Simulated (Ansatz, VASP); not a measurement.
## Co, level by level in two programs

```xyz
1
Lattice="-1.4146 1.3929 1.3922 1.4430 -1.3751 1.4028 1.4113 1.3718 -1.3744" Properties=species:S:1:pos:R:3 pbc="T T T"
Co    0.0000    0.0000    0.0000
```

Single points on this cell with VASP 6.6.1 and Ansatz 0.2.0. Each row is one pair of runs. Alike in all rows: smearing: fermi-dirac, width 0.05 eV; VASP's potentials, cutoff: VASP PAW PBE potentials, release 64 (Co), 520 eV; Ansatz's potentials, cutoff: Ansatz PAW, 420 eV.

| level | spin | k mesh | pressure (GPa), VASP | pressure (GPa), Ansatz |
| --- | --- | --- | --- | --- |
| PBE | collinear, typed start | 13 × 13 × 13 | 0.0 | ? |
| PBE | collinear, zero start | 11 × 11 × 11 | -10.1 | -9.6 |
| PBE | collinear, typed start | 11 × 11 × 11 | -9.4 | -8.7 |

Fill in what Ansatz gave in row 1.

pressure (GPa): 0.8.

VASP's potentials hold 9 valence electrons a cell and Ansatz's 17, so a difference there can come from the potentials and not from the codes.
